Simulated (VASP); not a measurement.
# P (P4/mmm) in VASP: a series of runs

Runs on P. Level: PBEsol. Tasks: electric field gradients.

Everything below comes from runs of VASP 6.6.1. Logs are shortened: lines on timing, memory, paths and dates and some standing lists are left out, and cuts for length are marked.

## (1) The cell of the first run

The structure is tetragonal, space group P4/mmm (No. 123). Conventional cell: a = 4.273 Å, b = 4.273 Å, c = 4.466 Å, α = 90.00°, β = 90.00°, γ = 90.00°. Within 5.6 Å of P (site symmetry 4/mmm) lie 6 P at 4.27 to 4.47 Å.

## (2) Electric field gradients, PBEsol (zz strain of +2 %)

Input file INCAR:

```
PREC = Accurate
ENCUT = 400
EDIFF = 1E-8
ISMEAR = -1
SIGMA = 0.08
LREAL = False
LASPH = True
NELM = 120
ALGO = Normal
ISIF = 2
LWAVE = False
LCHARG = False
GGA = PS
LEFG = True
NBANDS = 8
GGA_COMPAT = False
```

Input file KPOINTS:

```
Automatic mesh
0
Gamma
  10 10 9
```

Input file POSCAR:

```
P
1.0
    4.2729048574      0.0000000000      0.0000000000
    0.0000000000      4.2729048574      0.0000000000
    0.0000000000      0.0000000000      4.4655600000
P
1
Direct
    0.0000000000      0.0000000000      0.0000000000
```

Potentials or basis: VASP PAW PBE potentials, release 64 (P).

The run is started by

```console
$ cat potpaw_PBE.64/P/POTCAR > POTCAR
$ mpirun -np 1 vasp_std > vasp.out
```

OUTCAR:

```text
PREC = Accurate
   ENCUT = 400
   EDIFF = 1E-8
   ISMEAR = -1
   LREAL = False
   LASPH = True
   NELM = 120
   ISIF = 2
   GGA = PS

 ion  position               nearest neighbor table
   1  0.000  0.000  0.000-

  LATTYP: Found a simple tetragonal cell.
 ALAT       =     4.2729048574
 C/A-ratio  =     1.0450876275

  Lattice vectors:

 A1 = (   4.2729048574,   0.0000000000,   0.0000000000)
 A2 = (   0.0000000000,   4.2729048574,   0.0000000000)
 A3 = (   0.0000000000,   0.0000000000,   4.4655600000)

Analysis of symmetry for initial positions (statically):
=====================================================================
 Subroutine PRICEL returns:
 Original cell was already a primitive cell.

 Routine SETGRP: Setting up the symmetry group for a
 simple tetragonal supercell.

 Subroutine GETGRP returns: Found 16 space group operations
 (whereof 16 operations were pure point group operations)
 out of a pool of 16 trial point group operations.

The static configuration has the point symmetry D_4h.

Analysis of symmetry for dynamics (positions and initial velocities):
=====================================================================
 Subroutine PRICEL returns:
 Original cell was already a primitive cell.

 Routine SETGRP: Setting up the symmetry group for a
 simple tetragonal supercell.

 Subroutine GETGRP returns: Found 16 space group operations
 (whereof 16 operations were pure point group operations)
 out of a pool of 16 trial point group operations.

The dynamic configuration has the point symmetry D_4h.

 Subroutine INISYM returns: Found 16 space group operations
 (whereof 16 operations are pure point group operations),
 and found     1 'primitive' translations

----------------------------------------------------------------------------------------

                                     Primitive cell

  volume of cell :      81.5309

  direct lattice vectors                    reciprocal lattice vectors
     4.272904857  0.000000000  0.000000000     0.234032826  0.000000000  0.000000000
     0.000000000  4.272904857  0.000000000     0.000000000  0.234032826  0.000000000
     0.000000000  0.000000000  4.465560000     0.000000000  0.000000000  0.223936080

  length of vectors
     4.272904857  4.272904857  4.465560000     0.234032826  0.234032826  0.223936080

  position of ions in fractional coordinates (direct lattice)
     0.000000000  0.000000000  0.000000000

  ion indices of the primitive-cell ions
   primitive index   ion index
                 1           1

----------------------------------------------------------------------------------------

 KPOINTS: Automatic mesh

Automatic generation of k-mesh.
 Grid dimensions read from file:
 generate k-points for:   10   10    9

 Generating k-lattice:

  Cartesian coordinates                     Fractional coordinates (reciprocal lattice)
     0.023403283  0.000000000  0.000000000     0.100000000  0.000000000  0.000000000
     0.000000000  0.023403283  0.000000000     0.000000000  0.100000000  0.000000000
     0.000000000  0.000000000  0.024881787     0.000000000  0.000000000  0.111111111

  Length of vectors
     0.023403283  0.023403283  0.024881787

  Shift w.r.t. Gamma in fractional coordinates (k-lattice)
     0.000000000  0.000000000  0.000000000

 Subroutine IBZKPT returns following result:
 ===========================================

 Found    105 irreducible k-points:

 Following reciprocal coordinates:
            Coordinates               Weight
  0.000000  0.000000  0.000000      1.000000
  0.100000  0.000000  0.000000      4.000000
  0.200000  0.000000  0.000000      4.000000
  0.300000  0.000000  0.000000      4.000000
  0.400000  0.000000  0.000000      4.000000
  0.500000  0.000000  0.000000      2.000000
[... 16 lines left out ...]
  0.100000  0.000000  0.111111      8.000000
  0.200000  0.000000  0.111111      8.000000
 [... further k-points ...]
   k-points           NKPTS =    105   k-points in BZ     NKDIM =    105   number of bands    NBANDS=      8
   number of dos      NEDOS =    301   number of ions     NIONS =      1
   total plane-waves  NPLWV =  23520
   dimension x,y,z NGX =    28 NGY =   28 NGZ =   30
   dimension x,y,z NGXF=    56 NGYF=   56 NGZF=   60
   ions per type =               1
   NGX,Y,Z   is equivalent  to a cutoff of  10.89, 10.89, 11.17 a.u.
   NGXF,Y,Z  is equivalent  to a cutoff of  21.79, 21.79, 22.34 a.u.
 SYSTEM =  unknown system
   PREC   = accura    normal or accurate (medium, high low for compatibility)
   ISTART =      0    job   : 0-new  1-cont  2-samecut
   ICHARG =      2    charge: 1-file 2-atom 10-const
   ISPIN  =      1    spin polarized calculation?
   LNONCOLLINEAR =      F non collinear calculations
   LSORBIT =      F    spin-orbit coupling
   LASPH  =      T    aspherical Exc in radial PAW
   ENCUT  =  400.0 eV  29.40 Ry    5.42 a.u.   6.97  6.97  7.28*2*pi/ulx,y,z
   NELM   =    120;   NELMIN=  2; NELMDL= -5     # of ELM steps
   EDIFF  = 0.1E-07   stopping-criterion for ELM
   LREAL  =      F    real-space projection
   EDIFFG = 0.1E-06   stopping-criterion for IOM
   NSW    =      0    number of steps for IOM
   IBRION =     -1    ionic relax: 0-MD 1-quasi-New 2-CG
   NFREE  =      0    steps in history (QN), initial steepest desc. (CG)
   ISIF   =      2    stress and relaxation
   ISYM   =      2    0-nonsym 1-usesym 2-fastsym
   POTIM  = 0.5000    time-step for ionic-motion
   TEBEG  =    0.0;   TEEND  =   0.0 temperature during run
   PSTRESS=    0.0 pullay stress
   NELECT =       5.0000    total number of electrons
   NUPDOWN=      -1.0000    fix difference up-down
   EMIN   =  10.00;   EMAX   =-10.00  energy-range for DOS
   EFERMI =   0.00;   METHOD = LEGACY
   ISMEAR =    -1;   SIGMA  =   0.08  broadening in eV -4-tet -1-fermi 0-gaus
   EFERMI_NEDOS =   21; number of points for ismear=-14 and -15
   IALGO  =     38    algorithm
   IMIX   =      4    mixing-type and parameters
     AMIX     =   0.40;   BMIX     =  1.00
     AMIX_MAG =   1.60;   BMIX_MAG =  1.00
  volume/ion in A,a.u.               =      81.53       550.20
  Fermi-wavevector in a.u.,A,eV,Ry     =   0.645591  1.219990  5.670739  0.416788
  Thomas-Fermi vector in A             =   1.713297
   LORBIT       =      0    0 simple, 1 ext, 2 COOP (PROOUT), +10 PAW based schemes
   GGA     = PS    functional components
   LHFCALC =     F    Hartree Fock is set to
   AEXX    =    0.0000 exact exchange contribution
   IVDW    =     0    specifies the selected vdW correction
   LEPSILON=     F    determine dielectric tensor
   LRPA    =     F    only Hartree local field effects (RPA)
 non-spin polarized calculation
  energy-cutoff  :      400.00
  volume of cell :       81.53
 maximum number of plane-waves:      1504
 NGX is ok and might be reduce to    28
   NGX = 13   NGY = 13   NGZ = 15

 number of electron       5.0000003 magnetization

 Free energy of the ion-electron system (eV)
  ---------------------------------------------------
  ext. energy  EPLUGINS =         0.00000000
  ---------------------------------------------------
  free energy    TOTEN  =        -1.17339831 eV

  energy without entropy =       -1.09728662  energy(sigma->0) =       -1.13534246

 E-fermi :  -3.1172     XC(G=0):  -4.9852

 val. band max:       -3.1221160414   @ k =   0.2000   0.0000   0.0000
 cond. band min:      -3.1161992808   @ k =   0.5000   0.5000   0.3333
 fundamental gap:      0.0059167606
 Fermi energy:        -3.1171920104

 k-point     1 :       0.0000    0.0000    0.0000
  band No.  band energies     occupation
      1     -11.8406      2.00000
      2      -2.7441      0.01869
      3      -2.5564      0.00180
      4      -2.5564      0.00180
      5       1.4873      0.00000
      6       4.2798      0.00000
      7       4.4213      0.00000
      8       8.8079      0.00000

 k-point     2 :       0.1000    0.0000    0.0000
  band No.  band energies     occupation
      1     -11.8250      2.00000
      2      -2.7297      0.01563
      3      -2.7281      0.01532
      4      -2.5431      0.00153
      5       1.6511      0.00000
      6       4.3550      0.00000
      7       4.5674      0.00000
      8       8.1416      0.00000
[... 221 lines left out ...]
 k-point    23 :       0.1000    0.0000    0.1111
  band No.  band energies     occupation
      1     -11.8116      2.00000
      2      -2.8936      0.11518
      3      -2.7100      0.01223
      4      -2.5314      0.00132
      5       1.8405      0.00000
      6       4.4835      0.00000
      7       4.6306      0.00000
      8       7.6115      0.00000

 k-point    24 :       0.2000    0.0000    0.1111
  band No.  band energies     occupation
      1     -11.7702      2.00000
      2      -3.1079      0.94201
      3      -2.8397      0.06046
      4      -2.4963      0.00085
      5       2.2231      0.00000
      6       4.6300      0.00000
      7       4.9913      0.00000
      8       6.8576      0.00000

 [... further k-points ...]
[... 5 lines left out ...]
  --------------------------------------------------------------------------------------
  -------------------------------------------------------------------------------------
  Total       -1.9756787     -1.9756787     -1.5678110      0.0000000     -0.0000000      0.0000000
  in kB      -38.8243804    -38.8243804    -30.8093059      0.0000000     -0.0000000      0.0000000
  external PRESSURE =     -36.1526889 kB  Pullay stress =       0.0000000 kB

 VOLUME and BASIS-vectors are now :
 -----------------------------------------------------------------------------
  energy-cutoff  :      400.00
  volume of cell :       81.53
      direct lattice vectors                 reciprocal lattice vectors
     4.272904857  0.000000000  0.000000000     0.234032826  0.000000000  0.000000000
     0.000000000  4.272904857  0.000000000     0.000000000  0.234032826  0.000000000
     0.000000000  0.000000000  4.465560000     0.000000000  0.000000000  0.223936080

 POSITION                                       TOTAL-FORCE (eV/Angst)
 -----------------------------------------------------------------------------------
      0.00000      0.00000      0.00000         0.000000      0.000000      0.000000
 -----------------------------------------------------------------------------------
    total drift:                                0.000000      0.000000     -0.000000

  FREE ENERGIE OF THE ION-ELECTRON SYSTEM (eV)
  ---------------------------------------------------
  free  energy   TOTEN  =        -1.1733983090 eV

  energy  without entropy=       -1.0972866160  energy(sigma->0) =       -1.13534246

 Electric field gradients (V/A^2)
---------------------------------------------------------------------
 ion       V_xx      V_yy      V_zz      V_xy      V_xz      V_yz
---------------------------------------------------------------------
   1       0.722     0.722    -1.443     0.000     0.000    -0.000
---------------------------------------------------------------------

 Electric field gradients after diagonalization (V/A^2)
 (convention: |V_zz| > |V_xx| > |V_yy|)
----------------------------------------------------------------------
 ion       V_xx      V_yy      V_zz     asymmetry (V_yy - V_xx)/ V_zz
----------------------------------------------------------------------
   1       0.722     0.722    -1.443       0.000
----------------------------------------------------------------------

           NMR quadrupolar parameters

 Cq : quadrupolar parameter    Cq=e*Q*V_zz/h
 eta: asymmetry parameters     (V_yy - V_xx)/ V_zz
 Q  : nuclear electric quadrupole moment in mb (millibarn)
----------------------------------------------------------------------
 ion       Cq(MHz)       eta       Q (mb)
----------------------------------------------------------------------
   1      -0.003       0.000       1.000
----------------------------------------------------------------------
```

Run time: 54 s. Hardware: 1 thread of Intel Xeon 8259CL, shared host; peak memory 0.18 GiB.

Results:

```
Free energy                             : -1.1734 eV
Pressure                                : -3.6 GPa
Band gap on the k mesh                  : zero (an odd number of electrons rules out a gap without spin polarisation)
Largest electric field gradient by atom : P -1.4 V/Å²
```

Electric field gradients, principal values (V/Å²):
```tsv
atom	least	middle	greatest (by size)
1 P	0.722	0.722	-1.443
```

Caveat: the cell differs from its parent crystal (zz strain of +2 %); the cell stands under tension; without QUAD_EFG the Cq values of the log hold for a quadrupole moment of 1 mb, not for the nuclei; the PAW data sets were made with another functional, which shifts forces and pressure a little.

(Part 1 of 2 ends here.)
